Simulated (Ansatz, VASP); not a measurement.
# One calculation of HfO2, two programs

INCAR

```
PREC = Accurate ; ENCUT = 520
EDIFF = 1E-6 ; ISMEAR = 0
SIGMA = 0.01 ; LREAL = F
LASPH = T ; NELM = 60
ALGO = Normal ; ISIF = 2
LWAVE = F ; LCHARG = F
GGA = PE ; IVDW = 12
NBANDS = 31
```

KPOINTS

```
Automatic mesh
0
Gamma
  6 6 4
```

POSCAR

```
HfO2
1.0
    3.5281192586      0.0000000000      0.0000000000
    0.0000000000      3.5281192586      0.0000000000
    0.0000000000      0.0000000000      5.1283969367
Hf O
2 4
Direct
    0.5000000000      0.5000000000      0.5000000000
    0.0000000000      0.0000000000      0.0000000000
    0.0000000000      0.5000000000      0.6972100000
    0.5000000000      0.0000000000      0.8027900000
    0.5000000000      0.0000000000      0.3027900000
    0.0000000000      0.5000000000      0.1972100000
```

Input for Ansatz:

```yaml
crystal:
  lattice:
    - [3.528119258613925, 0.0, 0.0]
    - [0.0, 3.528119258613925, 0.0]
    - [0.0, 0.0, 5.128396936738696]
  atoms:
    - { symbol: Hf, position: [0.5, 0.5, 0.5] }
    - { symbol: Hf, position: [0.0, 0.0, 0.0] }
    - { symbol: O, position: [0.0, 0.5, 0.69721] }
    - { symbol: O, position: [0.5, 0.0, 0.80279] }
    - { symbol: O, position: [0.5, 0.0, 0.30279] }
    - { symbol: O, position: [0.0, 0.5, 0.19721] }
basis:
  ecutwfc: 500.0
kpoints:
  mp_grid:
    grid: [6, 6, 4]
hamiltonian:
  xc: pbe
  dispersion: d3bj
  pseudopotentials:
    kind: paw
scf:
  occupations:
    method: fixed
output:
  stress: true
```

Alike in both runs: task single point; functional PBE; dispersion D3(BJ); k mesh 6 × 6 × 4; no spin polarisation.

|  | VASP | Ansatz |
| --- | --- | --- |
| version | VASP 6.6.1 | Ansatz 0.2.0 |
| potentials or method | VASP PAW PBE potentials, release 64 (Hf_pv, O), cutoff 520 eV | plane waves, PAW |
| occupations | gaussian, width 0.01 eV | fixed |
| valence electrons in the cell | 44 | 76 |

Ansatz gave:

* pressure (GPa): 13.6
* traceless stress, the component that is largest in VASP (GPa): -1.22

Question: Estimate VASP's values.

Answer: Pressure (GPa): 9.9; traceless stress, the component that is largest in VASP (GPa): -1.15.

VASP's potentials hold 44 valence electrons a cell and Ansatz's 76, so a difference there can come from the potentials and not from the codes.

Spin-orbit coupling is off throughout.
